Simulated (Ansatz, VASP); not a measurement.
# MgPtS3 in VASP and in Ansatz

```xyz
5
Lattice="-2.4314 2.3715 4.4170 2.4314 -2.3715 4.4170 2.4314 2.3715 -4.4170" Properties=species:S:1:pos:R:3 pbc="T T T"
Mg    0.0000    0.0000    4.4170
Pt    0.0000    0.0000    0.0000
S     2.4314    0.0000    0.0000
S     0.0000    2.3715    1.0941
S     2.4314    0.0000    3.3230
```

Alike in both runs: functional PBE; k mesh 3 × 3 × 3; occupations gaussian, width 0.15 eV; no spin polarisation.

Ansatz relaxed the structure, and its values are those at the end. VASP's run is a single point on that final structure, the one shown.

|  | VASP | Ansatz |
| --- | --- | --- |
| version | VASP 6.6.1 | Ansatz 0.2.0 |
| potentials or method | VASP PAW PBE potentials, release 64 (Mg, Pt, S), cutoff 600 eV | scalar-relativistic, plane waves, PAW |
| valence electrons in the cell | 30 | 46 |

VASP gave:

* gap on the k mesh at the Fermi level (eV): none
* pressure (GPa): -0.3
* rms of the force components (eV/Å): 0.036

**Question.** Estimate Ansatz's values.

**Answer.** gap on the k mesh at the Fermi level (eV): none; pressure (GPa): 0.0; rms of the force components (eV/Å): 0.000.

A gap of «none» marks a metal or a gap that the smearing closes. VASP's potentials hold 30 valence electrons a cell and Ansatz's 46, so a difference there can come from the potentials and not from the codes.

The k mesh is coarse, so the values compare programs but aren't converged. Neither program's run includes spin-orbit coupling.
